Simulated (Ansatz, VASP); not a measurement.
**Si: VASP beside Ansatz**

```
CELL_PARAMETERS angstrom
0.00000 2.76113 2.76113
2.76113 0.00000 2.76113
2.76113 2.76113 0.00000
ATOMIC_POSITIONS crystal
Si 0.00000 0.00000 0.00000
Si 0.25000 0.25000 0.25000
```

Alike in both runs: task relaxation of cell and atoms; functional PBE; k mesh 13 × 13 × 13; occupations fermi-dirac, width 0.05 eV; no spin polarisation.

|  | VASP | Ansatz |
| --- | --- | --- |
| version | VASP 6.6.1 | Ansatz 0.2.0 |
| potentials or method | VASP PAW PBE potentials, release 64 (Si) | PAW with Ansatz's default frozen-core files, scalar-relativistic |
| plane-wave cutoff (eV) | 600 | 420 |
| valence electrons in the cell | 8 | 8 |

|  | VASP | Ansatz | Ansatz less VASP |
| --- | --- | --- | --- |
| relaxed volume (Å³/atom) | 20.44 | 20.46 | +0.013 |
| relaxed cell length with the largest relative difference (Å) | 3.867 | 3.868 | +0.0008 |
